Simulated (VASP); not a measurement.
# Pt (I4/mmm) in VASP: further runs, part 2 of 2

VASP 6.6.1.

## 4. Single point, PBEsol

Contents of INCAR:

```
SYSTEM = Pt
PREC = Accurate ; ENCUT = 520
EDIFF = 1E-7 ; ISMEAR = 0
SIGMA = 0.15 ; LREAL = .FALSE.
LASPH = .TRUE. ; NELM = 60
ALGO = Fast ; ISIF = 2
LWAVE = .FALSE. ; LCHARG = .TRUE.
GGA = PS ; LELF = .TRUE.
LVHAR = .TRUE. ; NBANDS = 11
```

Contents of KPOINTS:

```
regular mesh
0
G
  30 30 30
  0 0 0
```

Contents of POSCAR:

```
Pt
1.0
   -1.4684590577      1.4684590577      1.7621508693
    1.4684590577     -1.4684590577      1.7621508693
    1.4684590577      1.4684590577     -1.7621508693
Pt
1
Direct
    0.0000000000      0.0000000000      0.0000000000
```

Potentials or basis: VASP PAW PBE potentials, release 64 (Pt).

The run is started by

```
$ cat potpaw_PBE.64/Pt/POTCAR > POTCAR
$ mpirun -np 1 vasp_std > vasp.out
```

OUTCAR:

```text
SYSTEM = Pt
   PREC = Accurate
   ENCUT = 520
   EDIFF = 1E-7
   ISMEAR = 0
   LREAL = .FALSE.
   LASPH = .TRUE.
   NELM = 60
   ISIF = 2
   GGA = PS

 ion  position               nearest neighbor table
   1  0.000  0.000  0.000-

  LATTYP: Found a body centered tetragonal cell.
 ALAT       =     2.9369181154
 C/A-ratio  =     1.2000000000

  Lattice vectors:

 A1 = (  -1.4684590577,   1.4684590577,   1.7621508693)
 A2 = (   1.4684590577,  -1.4684590577,   1.7621508693)
 A3 = (   1.4684590577,   1.4684590577,  -1.7621508693)

Analysis of symmetry for initial positions (statically):
=====================================================================
 Subroutine PRICEL returns:
 Original cell was already a primitive cell.

 Routine SETGRP: Setting up the symmetry group for a
 body centered tetragonal supercell.

 Subroutine GETGRP returns: Found 16 space group operations
 (whereof 16 operations were pure point group operations)
 out of a pool of 16 trial point group operations.

The static configuration has the point symmetry D_4h.

Analysis of symmetry for dynamics (positions and initial velocities):
=====================================================================
 Subroutine PRICEL returns:
 Original cell was already a primitive cell.

 Routine SETGRP: Setting up the symmetry group for a
 body centered tetragonal supercell.

 Subroutine GETGRP returns: Found 16 space group operations
 (whereof 16 operations were pure point group operations)
 out of a pool of 16 trial point group operations.

The dynamic configuration has the point symmetry D_4h.

 Subroutine INISYM returns: Found 16 space group operations
 (whereof 16 operations are pure point group operations),
 and found     1 'primitive' translations

----------------------------------------------------------------------------------------

                                     Primitive cell

  volume of cell :      15.1994

[... 112 lines left out ...]
   LHFCALC =     F    Hartree Fock is set to
   AEXX    =    0.0000 exact exchange contribution
   IVDW    =     0    specifies the selected vdW correction
   LEPSILON=     F    determine dielectric tensor
   LRPA    =     F    only Hartree local field effects (RPA)
 non-spin polarized calculation
 RMM-DIIS sequential band-by-band and
 Gauss-broadening in eV      SIGMA  =   0.15
  energy-cutoff  :      520.00
  volume of cell :       15.20
 maximum number of plane-waves:       426
   NGX = 11   NGY = 11   NGZ = 11

 number of electron      10.0000002 magnetization

 Free energy of the ion-electron system (eV)
  ---------------------------------------------------
  ext. energy  EPLUGINS =         0.00000000
  ---------------------------------------------------
  free energy    TOTEN  =        -6.92098591 eV

  energy without entropy =       -6.90480617  energy(sigma->0) =       -6.91289604

 E-fermi :  10.8303     XC(G=0): -13.5778

 val. band max:       10.8299422538   @ k =  -0.3333   0.5000   0.1333
 cond. band min:      10.8313114925   @ k =   0.4667   0.4000   0.0333
 fundamental gap:      0.0013692387
 Fermi energy:        10.8302790028

 k-point     1 :       0.0000    0.0000    0.0000
  band No.  band energies     occupation
      1       0.7449      2.00000
      2       6.8002      2.00000
      3       6.8002      2.00000
      4       8.2069      2.00000
      5       8.4568      2.00000
      6      10.0673      2.00000
      7      26.0679      0.00000
      8      29.1251      0.00000
      9      29.1251      0.00000
     10      33.8422      0.00000
     11      36.5043      0.00000
[... 309 lines left out ...]
 k-point    24 :       0.2667    0.0333   -0.0000
  band No.  band energies     occupation
      1       3.1717      2.00000
      2       6.6773      2.00000
      3       7.0281      2.00000
      4       8.4483      2.00000
      5       9.5858      2.00000
      6       9.8470      2.00000
      7      23.3727      0.00000
      8      26.7829      0.00000
      9      31.8765      0.00000
     10      33.4114      0.00000
     11      34.8936      0.00000

 [... further k-points ...]

------------------------ aborting loop because EDIFF is reached ----------------------------------------

  FORCE on cell =-STRESS in cart. coord.  units (eV):
  Direction    XX          YY          ZZ          XY          YZ          ZX
  --------------------------------------------------------------------------------------
  -------------------------------------------------------------------------------------
  Total       -0.3940094     -0.3940094      0.3059221      0.0000000     -0.0000000      0.0000000
  in kB      -41.5327212    -41.5327212     32.2474009      0.0000000     -0.0000000      0.0000000
  external PRESSURE =     -16.9393472 kB  Pullay stress =       0.0000000 kB

 VOLUME and BASIS-vectors are now :
 -----------------------------------------------------------------------------
  energy-cutoff  :      520.00
  volume of cell :       15.20
      direct lattice vectors                 reciprocal lattice vectors
    -1.468459058  1.468459058  1.762150869     0.000000000  0.340492980  0.283744150
     1.468459058 -1.468459058  1.762150869     0.340492980  0.000000000  0.283744150
     1.468459058  1.468459058 -1.762150869     0.340492980  0.340492980  0.000000000

 POSITION                                       TOTAL-FORCE (eV/Angst)
 -----------------------------------------------------------------------------------
      0.00000      0.00000      0.00000        -0.000000      0.000000     -0.000000
 -----------------------------------------------------------------------------------
    total drift:                                0.000000     -0.000000     -0.000000

  FREE ENERGIE OF THE ION-ELECTRON SYSTEM (eV)
  ---------------------------------------------------
  free  energy   TOTEN  =        -6.9209859135 eV

  energy  without entropy=       -6.9048061711  energy(sigma->0) =       -6.91289604
```

OSZICAR:

```text
N       E                     dE             d eps       ncg     rms          rms(c)
DAV:   1     0.390024856785E+02    0.39002E+02   -0.53619E+03 44752   0.844E+02
DAV:   2    -0.675848006464E+01   -0.45761E+02   -0.43823E+02 49933   0.176E+02
DAV:   3    -0.736342778472E+01   -0.60495E+00   -0.60105E+00 51347   0.194E+01
DAV:   4    -0.736575374234E+01   -0.23260E-02   -0.23258E-02 50604   0.142E+00
DAV:   5    -0.736577195687E+01   -0.18215E-04   -0.18214E-04 51658   0.116E-01    0.129E+01
RMM:   6    -0.696776412088E+01    0.39801E+00   -0.39087E-01 43970   0.528E+00    0.658E+00
RMM:   7    -0.692501553469E+01    0.42749E-01   -0.73840E-02 46303   0.245E+00    0.248E+00
RMM:   8    -0.692137475346E+01    0.36408E-02   -0.90902E-03 47097   0.858E-01    0.672E-01
RMM:   9    -0.692096836970E+01    0.40638E-03   -0.10365E-03 51000   0.278E-01    0.423E-02
RMM:  10    -0.692098445406E+01   -0.16084E-04   -0.15199E-04 50739   0.947E-02    0.454E-02
RMM:  11    -0.692098628874E+01   -0.18347E-05   -0.19885E-05 52729   0.320E-02    0.266E-02
RMM:  12    -0.692098570167E+01    0.58707E-06   -0.80222E-06 50125   0.222E-02    0.376E-03
RMM:  13    -0.692098585924E+01   -0.15757E-06   -0.16686E-06 50433   0.828E-03    0.469E-03
RMM:  14    -0.692098591352E+01   -0.54272E-07   -0.20643E-07 36707   0.304E-03
   1 F= -.69209859E+01 E0= -.69128960E+01  d E =-.161797E-01
```

It took 3 min on 1 thread of AMD EPYC 9R45 (Zen 5), shared host; peak memory 0.39 GiB.

What came out:

| Quantity | Value |
| --- | --- |
| Free energy | -6.9210 eV |
| Pressure | -1.7 GPa |
| Band gap on the k mesh | zero (bands 5 and 6 overlap by 2.68 eV) |

Levels at points of the mesh, in eV from the Fermi level:
```csv
k point,band 2,band 3,band 4,band 5,band 6,band 7,band 8,band 9
"(0.00, 0.00, 0.00)",-4.03,-4.03,-2.62,-2.37,-0.76,15.24,18.29,18.29
"(0.50, 0.00, 0.00)",-4.59,-2.63,-0.38,-0.32,0.66,6.04,13.87,17.53
"(0.50, 0.50, 0.00)",-6.21,-0.20,-0.13,0.87,1.07,7.64,12.04,13.30
"(0.50, 0.50, 0.50)",-6.49,0.17,0.61,0.61,4.23,9.53,9.53,11.64
```

Caveat: the stress differs along the axes, from -4 to 3 GPa; the PAW data sets were made with another functional, which shifts forces and pressure a little; spin-orbit coupling is left out, which moves the levels of the heavy elements.

## 5. Single point, PBEsol

Contents of INCAR:

```
SYSTEM = Pt
ALGO = Fast ; EDIFF = 1E-7
ENCUT = 520 ; GGA = PS
ISIF = 2 ; ISMEAR = 0
LASPH = .TRUE. ; LCHARG = .FALSE.
LREAL = .FALSE. ; LWAVE = .FALSE.
NBANDS = 11 ; NELM = 100
PREC = Accurate ; SIGMA = 0.15
```

Contents of KPOINTS:

```
k-points
0
G
  30 30 30
  0 0 0
```

Contents of POSCAR:

```
Pt
1.0
   -1.6952121518      1.6952121518      1.3222654784
    1.6952121518     -1.6952121518      1.3222654784
    1.6952121518      1.6952121518     -1.3222654784
Pt
1
Direct
    0.0000000000      0.0000000000      0.0000000000
```

The run is started by

```
$ cat potpaw_PBE.64/Pt/POTCAR > POTCAR
$ mpirun -np 1 vasp_std > vasp.out
```

Wall time 2.7 min (1 thread of AMD EPYC 9R45 (Zen 5), shared host); peak memory 0.39 GiB.

It converged, with:

- Free energy: -6.9463 eV
- Pressure: 1.0 GPa
- Band gap on the k mesh: zero (bands 5 and 6 overlap by 2.20 eV)

Stress tensor (GPa, compression positive):
```
-2.64  0.00  0.00
 0.00 -2.64  0.00
 0.00  0.00  8.38
```

Levels at points of the mesh, in eV from the Fermi level:
| k point | band 2 | band 3 | band 4 | band 5 | band 6 | band 7 | band 8 | band 9 |
| --- | --- | --- | --- | --- | --- | --- | --- | --- |
| (0.00, 0.00, 0.00) | -5.14 | -3.65 | -2.62 | -2.62 | -0.31 | 15.31 | 15.31 | 21.47 |
| (0.50, 0.00, 0.00) | -6.02 | -1.64 | 0.49 | 0.57 | 0.78 | 7.65 | 12.49 | 14.07 |
| (0.50, 0.50, 0.00) | -3.68 | -3.38 | -1.65 | -1.07 | 0.63 | 4.99 | 15.25 | 19.98 |
| (0.50, 0.50, 0.50) | -6.66 | 0.26 | 0.26 | 0.81 | 5.14 | 5.14 | 11.59 | 13.37 |

Caveat: the stress differs along the axes, from -3 to 8 GPa; the PAW data sets were made with another functional, which shifts forces and pressure a little; spin-orbit coupling is left out, which moves the levels of the heavy elements.

## 6. The runs side by side

| cell | further INCAR settings | gap on the mesh (eV) | pressure (GPa) |
| --- | --- | --- | --- |
| a = 2.770 Å, angles 101.5, 101.5, 126.9°, 1 atom | ALGO = Fast; EDIFF = 1e-06; NBANDS = 11 | none | 11.1 |
| a = 2.718 Å, angles 105.4, 105.4, 118.0°, 1 atom | ALGO = Fast; EDIFF = 1e-07; NBANDS = 11 | none | -1.2 |
| a = 2.724 Å, angles 114.7, 114.7, 99.4°, 1 atom | ALGO = Fast; EDIFF = 1e-07; NBANDS = 11 | none | -1.7 |
| a = 2.738 Å, angles 103.5, 103.5, 122.2°, 1 atom | ALGO = Fast; EDIFF = 1e-07; NBANDS = 11 | none | 1.0 |

Alike in all rows: task single point; level PBEsol; potentials or basis VASP PAW PBE potentials, release 64 (Pt); no spin polarisation; k mesh 30 × 30 × 30; cutoff (eV) 520; smearing gaussian 0.15 eV.

Caveats: the PAW data sets were made with another functional, which shifts forces and pressure a little; spin-orbit coupling is left out, which moves the levels of the heavy elements; the stress differs along the axes, from -8 to 50 GPa (at least some runs); the stress differs along the axes, from -8 to 2 GPa (at least some runs); the stress differs along the axes, from -4 to 3 GPa (at least some runs); the stress differs along the axes, from -3 to 8 GPa (at least some runs).

Absolute energies hang on the potentials; compare differences alone.
